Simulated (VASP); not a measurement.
# HBr in VASP: further runs, part 2 of 2

VASP 6.6.1.

## Step 3: Single point, LDA

This run uses another cell than the first one, of 19.93 Å³/atom.

Input file INCAR:

```
SYSTEM = HBr
PREC     = Accurate       ! precision mode
ENCUT    = 520            ! plane-wave cutoff, eV
EDIFF    = 1E-7           ! SCF threshold, eV
ISMEAR   = 0              ! smearing method
SIGMA    = 0.01           ! smearing width, eV
LREAL    = .FALSE.        ! projectors in reciprocal space
LASPH    = .TRUE.         ! aspherical terms in the spheres
NELM     = 80             ! most SCF steps
ALGO     = Normal         ! electronic algorithm
ISIF     = 2              ! what is computed and relaxed
LWAVE    = .FALSE.        ! write WAVECAR
LCHARG   = .FALSE.        ! write CHGCAR
GGA      = CA             ! functional
NBANDS   = 11             ! bands
```

Input file KPOINTS:

```
Automatic mesh
0
G
  10 10 10
  0 0 0
```

Input file POSCAR:

```
HBr
1.0
    0.0000000000      3.4587104553      3.4587288830
    1.6660189099      0.0000000000      3.4587288830
    1.6660189099      3.4587104553      0.0000000000
H Br
1 1
Direct
    0.0000000000      0.0000000000      0.0000000000
    0.5000000000      0.5000000000      0.5000000000
```

Potentials or basis: VASP PAW LDA potentials, release 64 (H, Br).

Command:

```
> cat potpaw_LDA.64/H/POTCAR potpaw_LDA.64/Br/POTCAR > POTCAR
> mpirun -np 1 vasp_std > vasp.out
```

OUTCAR:

```text
SYSTEM = HBr
   PREC = Accurate
   ENCUT = 520
   EDIFF = 1E-7
   ISMEAR = 0
   LREAL = .FALSE.
   LASPH = .TRUE.
   NELM = 80
   ISIF = 2
   GGA = CA

 ion  position               nearest neighbor table
   1  0.000  0.000  0.000-   2 1.67   2 1.67
   2  0.500  0.500  0.500-   1 1.67   1 1.67

  LATTYP: Found a face centered orthorhombic cell.
 ALAT       =     3.3320378198
 B/A-ratio  =     2.0760331319
 C/A-ratio  =     2.0760441928

  Lattice vectors:

 A1 = (   0.0000000000,   3.4587104553,   3.4587288830)
 A2 = (   1.6660189099,   0.0000000000,   3.4587288830)
 A3 = (   1.6660189099,   3.4587104553,   0.0000000000)

Analysis of symmetry for initial positions (statically):
=====================================================================
 Subroutine PRICEL returns:
 Original cell was already a primitive cell.

 Routine SETGRP: Setting up the symmetry group for a
 face centered orthorhombic supercell.

 Subroutine GETGRP returns: Found  8 space group operations
 (whereof  8 operations were pure point group operations)
 out of a pool of  8 trial point group operations.

The static configuration has the point symmetry D_2h.

Analysis of symmetry for dynamics (positions and initial velocities):
=====================================================================
 Subroutine PRICEL returns:
 Original cell was already a primitive cell.

 Routine SETGRP: Setting up the symmetry group for a
 face centered orthorhombic supercell.

 Subroutine GETGRP returns: Found  8 space group operations
 (whereof  8 operations were pure point group operations)
 out of a pool of  8 trial point group operations.

The dynamic configuration has the point symmetry D_2h.

 Subroutine INISYM returns: Found  8 space group operations
 (whereof  8 operations are pure point group operations),
 and found     1 'primitive' translations

----------------------------------------------------------------------------------------

                                     Primitive cell

  volume of cell :      39.8603

  direct lattice vectors                    reciprocal lattice vectors
     0.000000000  3.458710455  3.458728883    -0.300116642  0.144562549  0.144561779
     1.666018910  0.000000000  3.458728883     0.300116642 -0.144562549  0.144561779
     1.666018910  3.458710455  0.000000000     0.300116642  0.144562549 -0.144561779

  length of vectors
     4.891368265  3.839065576  3.839048974     0.363134186  0.363134186  0.363134186

  position of ions in fractional coordinates (direct lattice)
     0.000000000  0.000000000  0.000000000
     0.500000000  0.500000000  0.500000000

  ion indices of the primitive-cell ions
   primitive index   ion index
                 1           1
                 2           2

----------------------------------------------------------------------------------------

 KPOINTS: Automatic mesh

Automatic generation of k-mesh.
 Grid dimensions read from file:
 generate k-points for:   10   10   10

 Generating k-lattice:

  Cartesian coordinates                     Fractional coordinates (reciprocal lattice)
[... 22 lines left out ...]
  0.500000 -0.000000 -0.000000      4.000000
[... 16 lines left out ...]
 -0.100000  0.100000  0.000000      4.000000
  0.100000  0.200000  0.100000      4.000000
 [... further k-points ...]
   k-points           NKPTS =    171   k-points in BZ     NKDIM =    171   number of bands    NBANDS=     11
   number of dos      NEDOS =    301   number of ions     NIONS =      2
   total plane-waves  NPLWV =  32400
   dimension x,y,z NGX =    36 NGY =   30 NGZ =   30
   dimension x,y,z NGXF=    72 NGYF=   60 NGZF=   60
   ions per type =               1   1
   NGX,Y,Z   is equivalent  to a cutoff of  12.24, 12.99, 12.99 a.u.
   NGXF,Y,Z  is equivalent  to a cutoff of  24.47, 25.98, 25.98 a.u.
 SYSTEM =  HBr
   PREC   = accura    normal or accurate (medium, high low for compatibility)
   ISTART =      0    job   : 0-new  1-cont  2-samecut
   ICHARG =      2    charge: 1-file 2-atom 10-const
   ISPIN  =      1    spin polarized calculation?
   LNONCOLLINEAR =      F non collinear calculations
   LSORBIT =      F    spin-orbit coupling
   LASPH  =      T    aspherical Exc in radial PAW
   ENCUT  =  520.0 eV  38.22 Ry    6.18 a.u.   9.09  7.14  7.14*2*pi/ulx,y,z
   NELM   =     80;   NELMIN=  2; NELMDL= -5     # of ELM steps
   EDIFF  = 0.1E-06   stopping-criterion for ELM
   LREAL  =      F    real-space projection
   EDIFFG = 0.1E-05   stopping-criterion for IOM
   NSW    =      0    number of steps for IOM
   IBRION =     -1    ionic relax: 0-MD 1-quasi-New 2-CG
   NFREE  =      0    steps in history (QN), initial steepest desc. (CG)
   ISIF   =      2    stress and relaxation
   ISYM   =      2    0-nonsym 1-usesym 2-fastsym
   POTIM  = 0.5000    time-step for ionic-motion
   TEBEG  =    0.0;   TEEND  =   0.0 temperature during run
   PSTRESS=    0.0 pullay stress
   NELECT =       8.0000    total number of electrons
   NUPDOWN=      -1.0000    fix difference up-down
   EMIN   =  10.00;   EMAX   =-10.00  energy-range for DOS
   EFERMI =   0.00;   METHOD = LEGACY
   ISMEAR =     0;   SIGMA  =   0.01  broadening in eV -4-tet -1-fermi 0-gaus
   EFERMI_NEDOS =   21; number of points for ismear=-14 and -15
   IALGO  =     38    algorithm
   IMIX   =      4    mixing-type and parameters
     AMIX     =   0.40;   BMIX     =  1.00
     AMIX_MAG =   1.60;   BMIX_MAG =  1.00
  volume/ion in A,a.u.               =      19.93       134.50
  Fermi-wavevector in a.u.,A,eV,Ry     =   0.958498  1.811299 12.499927  0.918719
  Thomas-Fermi vector in A             =   2.087611
   LORBIT       =      0    0 simple, 1 ext, 2 COOP (PROOUT), +10 PAW based schemes
   GGA     = CA    functional components
   LHFCALC =     F    Hartree Fock is set to
   AEXX    =    0.0000 exact exchange contribution
   IVDW    =     0    specifies the selected vdW correction
   LEPSILON=     F    determine dielectric tensor
   LRPA    =     F    only Hartree local field effects (RPA)
 non-spin polarized calculation
 Gauss-broadening in eV      SIGMA  =   0.01
  energy-cutoff  :      520.00
  volume of cell :       39.86
 maximum number of plane-waves:      1084
   NGX = 19   NGY = 15   NGZ = 15

 number of electron       8.0000000 magnetization

 Free energy of the ion-electron system (eV)
  ---------------------------------------------------
  ext. energy  EPLUGINS =         0.00000000
  ---------------------------------------------------
  free energy    TOTEN  =        -5.51963472 eV

  energy without entropy =       -5.51963472  energy(sigma->0) =       -5.51963472

 E-fermi :  -1.0901     XC(G=0):  -8.2148

 val. band max:       -1.1411369609   @ k =   0.5000   0.5000   0.0000
 cond. band min:      -0.2279652599   @ k =   0.0000   0.5000   0.5000
 fundamental gap:      0.9131717010
 Fermi energy:        -1.0900847110

 k-point     1 :       0.0000    0.0000    0.0000
  band No.  band energies     occupation
      1     -16.0194      2.00000
      2      -1.7325      2.00000
      3      -1.3930      2.00000
      4      -1.3930      2.00000
      5       0.4358      0.00000
      6       4.5860      0.00000
      7       8.3407      0.00000
      8      13.2079      0.00000
      9      13.2079      0.00000
     10      13.8366      0.00000
     11      13.8366      0.00000
[... 309 lines left out ...]
 k-point    24 :       0.1000    0.2000    0.1000
  band No.  band energies     occupation
      1     -15.6163      2.00000
      2      -5.2220      2.00000
      3      -1.5833      2.00000
      4      -1.2991      2.00000
      5       4.7227      0.00000
      6       5.5464      0.00000
      7       8.6697      0.00000
      8       9.5045      0.00000
      9      10.3970      0.00000
     10      13.6273      0.00000
     11      16.7262      0.00000

 [... further k-points ...]

------------------------ aborting loop because EDIFF is reached ----------------------------------------

  FORCE on cell =-STRESS in cart. coord.  units (eV):
  Direction    XX          YY          ZZ          XY          YZ          ZX
  --------------------------------------------------------------------------------------
  -------------------------------------------------------------------------------------
  Total        0.0308572     -0.0107020     -0.0107235      0.0000000      0.0000000      0.0000000
  in kB        1.2402995     -0.4301647     -0.4310271      0.0000000      0.0000000      0.0000000
  external PRESSURE =       0.1263693 kB  Pullay stress =       0.0000000 kB

 VOLUME and BASIS-vectors are now :
 -----------------------------------------------------------------------------
  energy-cutoff  :      520.00
  volume of cell :       39.86
      direct lattice vectors                 reciprocal lattice vectors
     0.000000000  3.458710455  3.458728883    -0.300116642  0.144562549  0.144561779
     1.666018910  0.000000000  3.458728883     0.300116642 -0.144562549  0.144561779
     1.666018910  3.458710455  0.000000000     0.300116642  0.144562549 -0.144561779

 POSITION                                       TOTAL-FORCE (eV/Angst)
 -----------------------------------------------------------------------------------
      0.00000      0.00000      0.00000        -0.000000      0.000000     -0.000000
      1.66602      3.45871      3.45873         0.000000     -0.000000      0.000000
 -----------------------------------------------------------------------------------
    total drift:                                0.000000      0.000000      0.000000

  FREE ENERGIE OF THE ION-ELECTRON SYSTEM (eV)
  ---------------------------------------------------
  free  energy   TOTEN  =        -5.5196347171 eV

  energy  without entropy=       -5.5196347171  energy(sigma->0) =       -5.51963472
```

Run time: 39 s. Hardware: 1 thread of AMD EPYC 9R45 (Zen 5), shared host; peak memory 0.17 GiB.

Results:

```
Free energy            : -5.5196 eV
Pressure               : 0.0 GPa
Band gap on the k mesh : 0.91 eV (least direct gap 1.26 eV)
```

A k mesh can miss the band edges.
